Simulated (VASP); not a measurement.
# SnO2 (Pbcn) in VASP: notebook, part 2 of 2

VASP 6.6.1.

## 5. Single point, LDA (12.84 Å³/atom)

This run uses another cell than the first one, of 12.84 Å³/atom.

Input file INCAR:

```
PREC = Accurate ; ENCUT = 520
EDIFF = 1E-6 ; ISMEAR = 0
SIGMA = 0.05 ; LREAL = F
LASPH = T ; NELM = 80
ALGO = Normal ; ISIF = 2
LWAVE = F ; LCHARG = F
NBANDS = 64
```

Input file KPOINTS:

```
Automatic mesh
0
Gamma
  6 6 6
```

Input file POSCAR:

```
SnO2
1.0
    4.9504316845      0.0000000000      0.0000000000
    0.0000000000      5.6823333258      0.0000000000
    0.0000000000      0.0000000000      5.4769990724
Sn O
4 8
Direct
    0.5000000000      0.6673419135      0.7500000000
    0.0000000000      0.8326580865      0.2500000000
    0.5000000000      0.3326580865      0.2500000000
    0.0000000000      0.1673419135      0.7500000000
    0.7309254637      0.6050162923      0.0776916535
    0.2309254637      0.8949837077      0.9223083465
    0.7690745363      0.8949837077      0.5776916535
    0.2690745363      0.6050162923      0.4223083465
    0.7309254637      0.3949837077      0.5776916535
    0.2309254637      0.1050162923      0.4223083465
    0.7690745363      0.1050162923      0.0776916535
    0.2690745363      0.3949837077      0.9223083465
```

Potentials or basis: VASP PAW LDA potentials, release 64 (Sn_d, O).

Command:

```console
$ cat potpaw_LDA.64/Sn_d/POTCAR potpaw_LDA.64/O/POTCAR > POTCAR
$ mpirun -np 1 vasp_std > vasp.out
```

OUTCAR:

```text
PREC = Accurate
   ENCUT = 520
   EDIFF = 1E-6
   ISMEAR = 0
   LREAL = F
   LASPH = T
   NELM = 80
   ISIF = 2

 ion  position               nearest neighbor table
   1  0.500  0.667  0.750-   6 2.08   7 2.08   9 2.14  12 2.14   5 2.16   8 2.16   3 3.33   3 3.33

   2  0.000  0.833  0.250-   5 2.08   8 2.08  10 2.14  11 2.14   7 2.16   6 2.16   4 3.33   4 3.33

   3  0.500  0.333  0.250-  10 2.08  11 2.08   5 2.14   8 2.14   9 2.16  12 2.16   1 3.33   1 3.33

   4  0.000  0.167  0.750-   9 2.08  12 2.08   6 2.14   7 2.14  11 2.16  10 2.16   2 3.33   2 3.33

[... 1843 lines left out ...]

 VOLUME and BASIS-vectors are now :
 -----------------------------------------------------------------------------
  energy-cutoff  :      520.00
  volume of cell :      154.07
      direct lattice vectors                 reciprocal lattice vectors
     4.950431684  0.000000000  0.000000000     0.202002586  0.000000000  0.000000000
     0.000000000  5.682333326  0.000000000     0.000000000  0.175984044  0.000000000
     0.000000000  0.000000000  5.476999072     0.000000000  0.000000000  0.182581736

 POSITION                                       TOTAL-FORCE (eV/Angst)
 -----------------------------------------------------------------------------------
      2.47522      3.79206      4.10775        -0.000000     -0.199168      0.000000
      0.00000      4.73144      1.36925         0.000000      0.199168      0.000000
      2.47522      1.89027      1.36925         0.000000      0.199168     -0.000000
      0.00000      0.95089      4.10775         0.000000     -0.199168     -0.000000
      3.61840      3.43790      0.42552        -0.348897      0.018198     -0.058859
      1.14318      5.08560      5.05148        -0.348897     -0.018198      0.058859
      3.80725      5.08560      3.16402         0.348897     -0.018198     -0.058859
      1.33204      3.43790      2.31298         0.348897      0.018198      0.058859
      3.61840      2.24443      3.16402        -0.348897     -0.018198     -0.058859
      1.14318      0.59674      2.31298        -0.348897      0.018198      0.058859
      3.80725      0.59674      0.42552         0.348897      0.018198     -0.058859
      1.33204      2.24443      5.05148         0.348897     -0.018198      0.058859
 -----------------------------------------------------------------------------------
    total drift:                                0.000000     -0.000000      0.000000

  FREE ENERGIE OF THE ION-ELECTRON SYSTEM (eV)
  ---------------------------------------------------
  free  energy   TOTEN  =       -83.4897257184 eV

  energy  without entropy=      -83.4897257175  energy(sigma->0) =      -83.48972572
```

OSZICAR:

```text
N       E                     dE             d eps       ncg     rms          rms(c)
DAV:   1     0.154958703902E+04    0.15496E+04   -0.48683E+04  9560   0.252E+03
DAV:   2     0.240445614207E+03   -0.13091E+04   -0.12420E+04  8656   0.787E+02
DAV:   3    -0.678342147586E+02   -0.30828E+03   -0.30084E+03  8928   0.275E+02
DAV:   4    -0.945308311038E+02   -0.26697E+02   -0.26382E+02 10224   0.892E+01
DAV:   5    -0.953556064932E+02   -0.82478E+00   -0.82212E+00  9688   0.163E+01    0.208E+01
DAV:   6    -0.836092644136E+02    0.11746E+02   -0.42536E+01 13192   0.724E+01    0.786E+00
DAV:   7    -0.836875130155E+02   -0.78249E-01   -0.47299E+00  9216   0.909E+00    0.446E+00
DAV:   8    -0.835365419025E+02    0.15097E+00   -0.88886E-01 11368   0.511E+00    0.130E+00
DAV:   9    -0.834888683199E+02    0.47674E-01   -0.19702E-01 11880   0.382E+00    0.202E-01
DAV:  10    -0.834897347753E+02   -0.86646E-03   -0.15616E-02 11216   0.877E-01    0.110E-01
DAV:  11    -0.834897455544E+02   -0.10779E-04   -0.13767E-03 12872   0.293E-01    0.487E-02
DAV:  12    -0.834897305960E+02    0.14958E-04   -0.11674E-04 10984   0.802E-02    0.288E-02
DAV:  13    -0.834897255008E+02    0.50952E-05   -0.35958E-05 10624   0.291E-02    0.397E-03
DAV:  14    -0.834897257184E+02   -0.21764E-06   -0.19247E-06  6840   0.858E-03
   1 F= -.83489726E+02 E0= -.83489726E+02  d E =-.919234E-09
```

Wall time 12 min (1 thread of Intel Xeon Platinum 8259CL at 2.50GHz (Skylake/Cascade Lake), shared host); peak memory 0.51 GiB.

Results:

| Quantity | Value |
| --- | --- |
| Free energy | -83.4897 eV |
| Pressure | -16.5 GPa |
| Largest force | 0.354 eV/Å |
| Band gap on the k mesh | 0.36 eV (least direct gap 0.39 eV) |

Forces on the atoms (eV/Å):
```
Sn   0.000 -0.199  0.000
Sn   0.000  0.199  0.000
Sn   0.000  0.199  0.000
Sn   0.000 -0.199  0.000
O   -0.349  0.018 -0.059
O   -0.349 -0.018  0.059
O    0.349 -0.018 -0.059
O    0.349  0.018  0.059
O   -0.349 -0.018 -0.059
O   -0.349  0.018  0.059
O    0.349  0.018 -0.059
O    0.349 -0.018  0.059
```

Levels at points of the mesh, in eV from the valence-band top:
| k point | band 50 | band 51 | band 52 | band 53 | band 54 | band 55 |
| --- | --- | --- | --- | --- | --- | --- |
| (0.00, 0.00, 0.00) | -0.31 | -0.07 | -0.03 | 0.36 | 4.93 | 5.13 |
| (0.50, 0.00, 0.00) | -0.24 | -0.05 | -0.05 | 3.50 | 3.50 | 4.11 |
| (0.00, 0.50, 0.00) | -0.98 | -0.23 | -0.23 | 3.07 | 3.07 | 5.71 |
| (0.50, 0.50, 0.00) | -0.70 | -0.34 | -0.34 | 3.88 | 3.88 | 4.90 |
| (0.00, 0.00, 0.50) | -0.43 | -0.11 | -0.11 | 3.36 | 3.36 | 5.03 |
| (0.50, 0.00, 0.50) | -0.19 | -0.19 | -0.19 | 3.91 | 3.91 | 3.91 |
| (0.00, 0.50, 0.50) | -0.43 | -0.43 | -0.43 | 4.42 | 4.42 | 4.42 |
| (0.50, 0.50, 0.50) | -0.48 | -0.48 | -0.48 | 4.36 | 4.36 | 4.36 |

Caveat: the stress differs along the axes, from -21 to -11 GPa; semilocal functionals underestimate gaps, and a narrow one can read as zero; spin-orbit coupling is left out, which moves the levels of the heavy elements. A k mesh can miss the band edges.

## 6. Single point, LDA (12.22 Å³/atom)

This run uses another cell than the first one, of 12.22 Å³/atom.

Input file INCAR:

```
SYSTEM = SnO2
PREC     = Accurate       ! precision mode
ENCUT    = 520            ! plane-wave cutoff, eV
EDIFF    = 1E-6           ! SCF threshold, eV
ISMEAR   = 0              ! smearing method
SIGMA    = 0.05           ! smearing width, eV
LREAL    = .FALSE.        ! projectors in reciprocal space
LASPH    = .TRUE.         ! aspherical terms in the spheres
NELM     = 60             ! most SCF steps
ALGO     = Normal         ! electronic algorithm
ISIF     = 2              ! what is computed and relaxed
LWAVE    = .FALSE.        ! write WAVECAR
LCHARG   = .FALSE.        ! write CHGCAR
GGA      = CA             ! functional
NBANDS   = 64             ! bands
```

Input file KPOINTS:

```
Automatic mesh
0
G
  6 6 6
  0 0 0
```

POSCAR, as its differences from that of step 5:

```diff
@@ -2,5 +2,5 @@
 1.0
-    4.9504316845      0.0000000000      0.0000000000
-    0.0000000000      5.6823333258      0.0000000000
-    0.0000000000      0.0000000000      5.4769990724
+    4.7837781687      0.0000000000      0.0000000000
+    0.0000000000      5.7922370783      0.0000000000
+    0.0000000000      0.0000000000      5.2926189597
 Sn O
```

Potentials or basis: VASP PAW LDA potentials, release 64 (Sn_d, O).

Command:

```console
$ cat potpaw_LDA.64/Sn_d/POTCAR potpaw_LDA.64/O/POTCAR > POTCAR
$ mpirun -np 1 vasp_std > vasp.out
```

It took 9.7 min on 1 thread of Intel Xeon 8259CL, shared host; peak memory 0.49 GiB.

Results (log left out):

* Free energy: -84.2367 eV
* Pressure: -8.9 GPa
* Largest force: 0.137 eV/Å
* Band gap on the k mesh: 0.98 eV

Forces on the atoms (eV/Å):
```
Sn   0.000 -0.123  0.000
Sn   0.000  0.123  0.000
Sn   0.000  0.123  0.000
Sn   0.000 -0.123  0.000
O   -0.128  0.048 -0.008
O   -0.128 -0.048  0.008
O    0.128 -0.048 -0.008
O    0.128  0.048  0.008
O   -0.128 -0.048 -0.008
O   -0.128  0.048  0.008
O    0.128  0.048 -0.008
O    0.128 -0.048  0.008
```

Stress tensor (GPa, compression positive):
```
-8.63  0.00  0.00
 0.00 -8.68  0.00
 0.00  0.00 -9.47
```

Levels at points of the mesh, in eV from the valence-band top:
```tsv
k point	band 49	band 50	band 51	band 52	band 53	band 54	band 55	band 56
(0.00, 0.00, 0.00)	-0.57	-0.16	-0.11	0.00	0.98	5.69	5.74	6.44
(0.50, 0.00, 0.00)	-0.26	-0.26	-0.04	-0.04	4.12	4.12	4.82	4.82
(0.00, 0.50, 0.00)	-0.89	-0.89	-0.08	-0.08	3.69	3.69	6.35	6.35
(0.50, 0.50, 0.00)	-0.59	-0.59	-0.18	-0.18	4.53	4.53	5.61	5.61
(0.00, 0.00, 0.50)	-0.23	-0.23	-0.17	-0.17	4.03	4.03	5.72	5.72
(0.50, 0.00, 0.50)	-0.21	-0.21	-0.21	-0.21	4.54	4.54	4.54	4.54
(0.00, 0.50, 0.50)	-0.30	-0.30	-0.30	-0.30	5.09	5.09	5.09	5.09
(0.50, 0.50, 0.50)	-0.34	-0.34	-0.34	-0.34	4.97	4.97	4.97	4.97
```

Caveat: the cell stands under tension; spin-orbit coupling is left out, which moves the levels of the heavy elements.

## 7. Single point, LDA (11.60 Å³/atom)

This run uses another cell than the first one, of 11.60 Å³/atom.

Input file INCAR:

```
SYSTEM = SnO2
PREC = Accurate
ENCUT = 520
EDIFF = 1E-6
ISMEAR = 0
SIGMA = 0.05
LREAL = .False.
LASPH = .True.
NELM = 80
ALGO = Normal
ISIF = 2
LWAVE = .False.
LCHARG = .False.
NBANDS = 64
```

Input file KPOINTS:

```
Automatic mesh
0
Gamma
  6 6 6
  0 0 0
```

POSCAR, as its differences from that of step 6:

```diff
@@ -2,5 +2,5 @@
 1.0
-    4.7837781687      0.0000000000      0.0000000000
-    0.0000000000      5.7922370783      0.0000000000
-    0.0000000000      0.0000000000      5.2926189597
+    4.6598790935      0.0000000000      0.0000000000
+    0.0000000000      5.7951232188      0.0000000000
+    0.0000000000      0.0000000000      5.1555409910
 Sn O
```

Command:

```console
$ cat potpaw_LDA.64/Sn_d/POTCAR potpaw_LDA.64/O/POTCAR > POTCAR
$ mpirun -np 1 vasp_std > vasp.out
```

Wall time 8.4 min (1 thread of Intel Xeon Platinum 8259CL at 2.50GHz (Skylake/Cascade Lake), shared host); peak memory 0.48 GiB.

Results (log left out):

- Free energy: -84.3735 eV
- Pressure: 1.6 GPa
- Largest force: 0.153 eV/Å
- Band gap on the k mesh: 1.58 eV

Forces in eV/Å, atoms in the order of the input:
```
Sn   0.000 -0.004  0.000
Sn   0.000  0.004  0.000
Sn   0.000  0.004  0.000
Sn   0.000 -0.004  0.000
O    0.114  0.008  0.101
O    0.114 -0.008 -0.101
O   -0.114 -0.008  0.101
O   -0.114  0.008 -0.101
O    0.114 -0.008  0.101
O    0.114  0.008 -0.101
O   -0.114  0.008  0.101
O   -0.114 -0.008 -0.101
```

Stress tensor (GPa, compression positive):
```
 2.58  0.00  0.00
 0.00 -1.64  0.00
 0.00  0.00  3.91
```

Levels at points of the mesh, in eV from the valence-band top:
```csv
k point,band 50,band 51,band 52,band 53,band 54,band 55
"(0.00, 0.00, 0.00)",-0.25,-0.05,0.00,1.58,6.30,6.34
"(0.50, 0.00, 0.00)",-0.29,-0.05,-0.05,4.68,4.68,5.42
"(0.00, 0.50, 0.00)",-0.90,-0.04,-0.04,4.26,4.26,6.95
"(0.50, 0.50, 0.00)",-0.56,-0.14,-0.14,5.13,5.13,6.23
"(0.00, 0.00, 0.50)",-0.23,-0.17,-0.17,4.62,4.62,6.30
"(0.50, 0.00, 0.50)",-0.25,-0.25,-0.25,5.11,5.11,5.11
"(0.00, 0.50, 0.50)",-0.28,-0.28,-0.28,5.70,5.70,5.70
"(0.50, 0.50, 0.50)",-0.33,-0.33,-0.33,5.54,5.54,5.54
```

Caveat: the stress differs along the axes, from -2 to 4 GPa; spin-orbit coupling is left out, which moves the levels of the heavy elements.

## 8. Overview

| cell | gap on the mesh (eV) | pressure (GPa) | largest force (eV/Å) |
| --- | --- | --- | --- |
| a = 4.516, b = 5.184, c = 4.996 Å, 12 atoms | 3.51 | 59.8 | 0.89 |
| a = 4.913, b = 5.491, c = 5.436 Å, 12 atoms | 0.72 | -9.0 | 0.35 |
| a = 4.820, b = 5.994, c = 5.333 Å, 12 atoms | 0.50 | -16.3 | 0.24 |
| a = 4.950, b = 5.682, c = 5.477 Å, 12 atoms | 0.36 | -16.5 | 0.35 |
| a = 4.784, b = 5.792, c = 5.293 Å, 12 atoms | 0.98 | -8.9 | 0.14 |
| a = 4.660, b = 5.795, c = 5.156 Å, 12 atoms | 1.58 | 1.6 | 0.15 |

Alike in all rows: task single point; level LDA; potentials or basis VASP PAW LDA potentials, release 64 (Sn_d, O); no spin polarisation; k mesh 6 × 6 × 6; cutoff (eV) 520; smearing gaussian 0.05 eV.

Caveats: spin-orbit coupling is left out, which moves the levels of the heavy elements; semilocal functionals underestimate gaps, and a narrow one can read as zero (at least some runs); the cell stands under tension (at least some runs); the stress differs along the axes, from 56 to 67 GPa (at least some runs); the stress differs along the axes, from -15 to 0 GPa (at least some runs); the stress differs along the axes, from -21 to -11 GPa (at least some runs); the stress differs along the axes, from -2 to 4 GPa (at least some runs).

Total energies depend on the potentials used, so only differences within one code and one set of settings carry meaning.
